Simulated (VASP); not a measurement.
# Cu (Im-3m) in VASP: notebook

Runs on Cu. Level: PBE. Tasks: single point.

All numbers are computed with VASP 6.6.1; they aren't measurements. Logs are shortened: lines on timing, memory, paths and dates and some standing lists are left out, and cuts for length are marked.

### Step 1. The cell of the first run

The structure is cubic, space group Im-3m (No. 229). Conventional cell: a = 2.562 Å, b = 2.562 Å, c = 2.562 Å, α = 90.00°, β = 90.00°, γ = 90.00°. Cu (site symmetry m-3m) has 14 Cu at 2.22 to 2.56 Å within 2.9 Å.

### Step 2. Single point, PBE

The input, INCAR:

```
SYSTEM = Cu
PREC     = Accurate       ! precision mode
ENCUT    = 520            ! plane-wave cutoff, eV
EDIFF    = 1E-7           ! SCF threshold, eV
ISMEAR   = -1             ! smearing method
SIGMA    = 0.05           ! smearing width, eV
LREAL    = .False.        ! projectors in reciprocal space
LASPH    = .True.         ! aspherical terms in the spheres
NELM     = 80             ! most SCF steps
ALGO     = Normal         ! electronic algorithm
ISIF     = 2              ! what is computed and relaxed
LWAVE    = .False.        ! write WAVECAR
LCHARG   = .True.         ! write CHGCAR
GGA      = PE             ! functional
LELF     = .True.         ! ELF
LVHAR    = .True.       
NBANDS   = 12             ! bands
```

The input, KPOINTS:

```
regular mesh
0
Gamma
  21 21 21
  0 0 0
```

The input, POSCAR:

```
Cu
1.0
   -1.2811543121      1.2811543121      1.2811543121
    1.2811543121     -1.2811543121      1.2811543121
    1.2811543121      1.2811543121     -1.2811543121
Cu
1
Direct
    0.0000000000      0.0000000000      0.0000000000
```

Potentials or basis: VASP PAW PBE potentials, release 64 (Cu).

On the command line:

```console
$ cat potpaw_PBE.64/Cu/POTCAR > POTCAR
$ mpirun -np 1 vasp_std > vasp.out
```

OUTCAR:

```text
SYSTEM = Cu
   PREC = Accurate
   ENCUT = 520
   EDIFF = 1E-7
   ISMEAR = -1
   LREAL = .False.
   LASPH = .True.
   NELM = 80
   ISIF = 2
   GGA = PE

 ion  position               nearest neighbor table
   1  0.000  0.000  0.000-

  LATTYP: Found a body centered cubic cell.
 ALAT       =     2.5623086242

  Lattice vectors:

 A1 = (  -1.2811543121,   1.2811543121,   1.2811543121)
 A2 = (   1.2811543121,  -1.2811543121,   1.2811543121)
 A3 = (   1.2811543121,   1.2811543121,  -1.2811543121)

Analysis of symmetry for initial positions (statically):
=====================================================================
 Subroutine PRICEL returns:
 Original cell was already a primitive cell.

 Routine SETGRP: Setting up the symmetry group for a
 body centered cubic supercell.

 Subroutine GETGRP returns: Found 48 space group operations
 (whereof 48 operations were pure point group operations)
 out of a pool of 48 trial point group operations.

The static configuration has the point symmetry O_h .

Analysis of symmetry for dynamics (positions and initial velocities):
=====================================================================
 Subroutine PRICEL returns:
 Original cell was already a primitive cell.

 Routine SETGRP: Setting up the symmetry group for a
 body centered cubic supercell.

 Subroutine GETGRP returns: Found 48 space group operations
 (whereof 48 operations were pure point group operations)
 out of a pool of 48 trial point group operations.

The dynamic configuration has the point symmetry O_h .

 Subroutine INISYM returns: Found 48 space group operations
 (whereof 48 operations are pure point group operations),
 and found     1 'primitive' translations

----------------------------------------------------------------------------------------

                                     Primitive cell

  volume of cell :       8.4113

  direct lattice vectors                    reciprocal lattice vectors
    -1.281154312  1.281154312  1.281154312     0.000000000  0.390273049  0.390273049
     1.281154312 -1.281154312  1.281154312     0.390273049  0.000000000  0.390273049
     1.281154312  1.281154312 -1.281154312     0.390273049  0.390273049  0.000000000

  length of vectors
     2.219024361  2.219024361  2.219024361     0.551929439  0.551929439  0.551929439

  position of ions in fractional coordinates (direct lattice)
     0.000000000  0.000000000  0.000000000

  ion indices of the primitive-cell ions
   primitive index   ion index
                 1           1

----------------------------------------------------------------------------------------

 KPOINTS: regular mesh

Automatic generation of k-mesh.
 Grid dimensions read from file:
 generate k-points for:   21   21   21

 Generating k-lattice:

  Cartesian coordinates                     Fractional coordinates (reciprocal lattice)
     0.000000000  0.018584431  0.018584431     0.047619048  0.000000000  0.000000000
     0.018584431  0.000000000  0.018584431     0.000000000  0.047619048  0.000000000
     0.018584431  0.018584431  0.000000000     0.000000000  0.000000000  0.047619048

  Length of vectors
     0.026282354  0.026282354  0.026282354

  Shift w.r.t. Gamma in fractional coordinates (k-lattice)
     0.000000000  0.000000000  0.000000000

 Subroutine IBZKPT returns following result:
 ===========================================

 Found    286 irreducible k-points:

 Following reciprocal coordinates:
            Coordinates               Weight
  0.000000  0.000000  0.000000      1.000000
  0.047619  0.000000  0.000000     12.000000
  0.095238  0.000000  0.000000     12.000000
  0.142857  0.000000  0.000000     12.000000
  0.190476  0.000000  0.000000     12.000000
  0.238095  0.000000  0.000000     12.000000
[... 16 lines left out ...]
  0.142857  0.095238  0.000000     48.000000
  0.190476  0.095238  0.000000     48.000000
 [... further k-points ...]
   k-points           NKPTS =    286   k-points in BZ     NKDIM =    286   number of bands    NBANDS=     12
   number of dos      NEDOS =    301   number of ions     NIONS =      1
   total plane-waves  NPLWV =   5832
   dimension x,y,z NGX =    18 NGY =   18 NGZ =   18
   dimension x,y,z NGXF=    36 NGYF=   36 NGZF=   36
   ions per type =               1
   NGX,Y,Z   is equivalent  to a cutoff of  13.49, 13.49, 13.49 a.u.
   NGXF,Y,Z  is equivalent  to a cutoff of  26.97, 26.97, 26.97 a.u.
 SYSTEM =  Cu
   PREC   = accura    normal or accurate (medium, high low for compatibility)
   ISTART =      0    job   : 0-new  1-cont  2-samecut
   ICHARG =      2    charge: 1-file 2-atom 10-const
   ISPIN  =      1    spin polarized calculation?
   LNONCOLLINEAR =      F non collinear calculations
   LSORBIT =      F    spin-orbit coupling
   LASPH  =      T    aspherical Exc in radial PAW
   ENCUT  =  520.0 eV  38.22 Ry    6.18 a.u.   4.13  4.13  4.13*2*pi/ulx,y,z
   NELM   =     80;   NELMIN=  2; NELMDL= -5     # of ELM steps
   EDIFF  = 0.1E-06   stopping-criterion for ELM
   LREAL  =      F    real-space projection
   EDIFFG = 0.1E-05   stopping-criterion for IOM
   NSW    =      0    number of steps for IOM
   IBRION =     -1    ionic relax: 0-MD 1-quasi-New 2-CG
   NFREE  =      0    steps in history (QN), initial steepest desc. (CG)
   ISIF   =      2    stress and relaxation
   ISYM   =      2    0-nonsym 1-usesym 2-fastsym
   POTIM  = 0.5000    time-step for ionic-motion
   TEBEG  =    0.0;   TEEND  =   0.0 temperature during run
   PSTRESS=    0.0 pullay stress
   NELECT =      11.0000    total number of electrons
   NUPDOWN=      -1.0000    fix difference up-down
   EMIN   =  10.00;   EMAX   =-10.00  energy-range for DOS
   EFERMI =   0.00;   METHOD = LEGACY
   ISMEAR =    -1;   SIGMA  =   0.05  broadening in eV -4-tet -1-fermi 0-gaus
   EFERMI_NEDOS =   21; number of points for ismear=-14 and -15
   IALGO  =     38    algorithm
   IMIX   =      4    mixing-type and parameters
     AMIX     =   0.40;   BMIX     =  1.00
     AMIX_MAG =   1.60;   BMIX_MAG =  1.00
  volume/ion in A,a.u.               =       8.41        56.76
  Fermi-wavevector in a.u.,A,eV,Ry     =   1.790266  3.383113 43.607396  3.205053
  Thomas-Fermi vector in A             =   2.853072
   LORBIT       =      0    0 simple, 1 ext, 2 COOP (PROOUT), +10 PAW based schemes
   GGA     = PE    functional components
   LHFCALC =     F    Hartree Fock is set to
   AEXX    =    0.0000 exact exchange contribution
   IVDW    =     0    specifies the selected vdW correction
   LEPSILON=     F    determine dielectric tensor
   LRPA    =     F    only Hartree local field effects (RPA)
 non-spin polarized calculation
  energy-cutoff  :      520.00
  volume of cell :        8.41
 maximum number of plane-waves:       236
 NGX is ok and might be reduce to    18
   NGX =  9   NGY =  9   NGZ =  9

 number of electron      10.9999986 magnetization

 Free energy of the ion-electron system (eV)
  ---------------------------------------------------
  ext. energy  EPLUGINS =         0.00000000
  ---------------------------------------------------
  free energy    TOTEN  =        -2.73129883 eV

  energy without entropy =       -2.72957537  energy(sigma->0) =       -2.73043710

 E-fermi :  12.7181     XC(G=0): -14.8263

 val. band max:       12.7139100860   @ k =   0.2381   0.2381   0.0000
 cond. band min:      12.8305399225   @ k =  -0.3810   0.4286   0.1429
 fundamental gap:      0.1166298365
 Fermi energy:        12.7180740489

 k-point     1 :       0.0000    0.0000    0.0000
  band No.  band energies     occupation
      1       0.3908      2.00000
      2       8.2173      2.00000
      3       8.2173      2.00000
      4       8.2173      2.00000
      5       9.8736      2.00000
      6       9.8736      2.00000
      7      40.9306      0.00000
      8      40.9306      0.00000
      9      40.9306      0.00000
     10      47.2756      0.00000
     11      47.2756      0.00000
     12      49.6866      0.00000

 k-point     2 :       0.0476    0.0000    0.0000
  band No.  band energies     occupation
      1       0.5033      2.00000
      2       8.1886      2.00000
      3       8.2150      2.00000
      4       8.2724      2.00000
      5       9.8439      2.00000
      6       9.8758      2.00000
      7      40.1229      0.00000
      8      40.7684      0.00000
      9      40.8272      0.00000
     10      46.6624      0.00000
     11      47.5102      0.00000
     12      47.7923      0.00000

 k-point     3 :       0.0952    0.0000    0.0000
  band No.  band energies     occupation
      1       0.8367      2.00000
      2       8.1058      2.00000
      3       8.2030      2.00000
      4       8.4350      2.00000
      5       9.7676      2.00000
      6       9.8827      2.00000
      7      38.1725      0.00000
      8      40.1989      0.00000
      9      40.5586      0.00000
     10      45.7108      0.00000
     11      46.0287      0.00000
     12      46.3005      0.00000

 k-point     4 :       0.1429    0.0000    0.0000
  band No.  band energies     occupation
      1       1.3774      2.00000
      2       7.9774      2.00000
      3       8.1690      2.00000
      4       8.6956      2.00000
      5       9.6789      2.00000
      6       9.8955      2.00000
      7      35.6819      0.00000
      8      39.1931      0.00000
      9      40.2096      0.00000
     10      43.7175      0.00000
     11      45.2101      0.00000
     12      46.0702      0.00000

 k-point     5 :       0.1905    0.0000    0.0000
  band No.  band energies     occupation
      1       2.0980      2.00000
      2       7.8166      2.00000
      3       8.1098      2.00000
      4       9.0387      2.00000
      5       9.6189      2.00000
      6       9.9150      2.00000
      7      32.9719      0.00000
      8      37.9508      0.00000
      9      39.8510      0.00000
     10      41.8406      0.00000
     11      44.4526      0.00000
     12      46.7270      0.00000
[... 228 lines left out ...]
      1       5.2715      2.00000
      2       7.0193      2.00000
      3       9.8290      2.00000
      4       9.8653      2.00000
      5      10.6448      2.00000
      6      11.8940      2.00000
      7      19.2428      0.00000
      8      32.3765      0.00000
      9      34.5363      0.00000
     10      39.3284      0.00000
     11      44.2111      0.00000
     12      51.7918      0.00000

 k-point    22 :       0.0952    0.0952    0.0000
  band No.  band energies     occupation
      1       1.6943      2.00000
      2       7.9676      2.00000
      3       8.0465      2.00000
      4       8.8878      2.00000
      5       9.6092      2.00000
      6       9.9315      2.00000
      7      35.2856      0.00000
      8      36.7510      0.00000
      9      41.2799      0.00000
     10      41.7550      0.00000
     11      45.5619      0.00000
     12      47.4291      0.00000

 k-point    23 :       0.1429    0.0952    0.0000
  band No.  band energies     occupation
      1       2.4013      2.00000
      2       7.8246      2.00000
      3       7.9500      2.00000
      4       9.2542      2.00000
      5       9.5424      2.00000
      6       9.9741      2.00000
      7      33.0116      0.00000
      8      35.1944      0.00000
      9      40.0214      0.00000
     10      41.2928      0.00000
     11      45.7611      0.00000
     12      47.4103      0.00000

 k-point    24 :       0.1905    0.0952    0.0000
  band No.  band energies     occupation
      1       3.2333      2.00000
      2       7.6495      2.00000
      3       7.8722      2.00000
      4       9.5250      2.00000
      5       9.6893      2.00000
      6      10.0264      2.00000
      7      30.3743      0.00000
      8      33.9879      0.00000
      9      38.4947      0.00000
     10      41.1096      0.00000
     11      46.1508      0.00000
     12      47.3317      0.00000

 [... further k-points ...]
[... 5 lines left out ...]
  --------------------------------------------------------------------------------------
  -------------------------------------------------------------------------------------
  Total        6.3416336      6.3416336      6.3416336      0.0000000      0.0000000     -0.0000000
  in kB     1207.9456959   1207.9456959   1207.9456959      0.0000000      0.0000000     -0.0000000
  external PRESSURE =    1207.9456959 kB  Pullay stress =       0.0000000 kB

 VOLUME and BASIS-vectors are now :
 -----------------------------------------------------------------------------
  energy-cutoff  :      520.00
  volume of cell :        8.41
      direct lattice vectors                 reciprocal lattice vectors
    -1.281154312  1.281154312  1.281154312     0.000000000  0.390273049  0.390273049
     1.281154312 -1.281154312  1.281154312     0.390273049  0.000000000  0.390273049
     1.281154312  1.281154312 -1.281154312     0.390273049  0.390273049  0.000000000

 POSITION                                       TOTAL-FORCE (eV/Angst)
 -----------------------------------------------------------------------------------
      0.00000      0.00000      0.00000         0.000000      0.000000     -0.000000
 -----------------------------------------------------------------------------------
    total drift:                                0.000000      0.000000      0.000000

  FREE ENERGIE OF THE ION-ELECTRON SYSTEM (eV)
  ---------------------------------------------------
  free  energy   TOTEN  =        -2.7312988268 eV

  energy  without entropy=       -2.7295753734  energy(sigma->0) =       -2.73043710
```

It took 49 s on 1 thread of Intel Xeon 8259CL, shared host; peak memory 0.14 GiB.

Results:

* Free energy: -2.7313 eV
* Pressure: 120.8 GPa

Levels at points of the mesh, in eV from the Fermi level:
| k point | band 2 | band 3 | band 4 | band 5 | band 6 | band 7 | band 8 | band 9 | band 10 | band 11 |
| --- | --- | --- | --- | --- | --- | --- | --- | --- | --- | --- |
| (0.00, 0.00, 0.00) | -4.50 | -4.50 | -4.50 | -2.84 | -2.84 | 28.21 | 28.21 | 28.21 | 34.56 | 34.56 |

(Continued in part 2 of 2.)
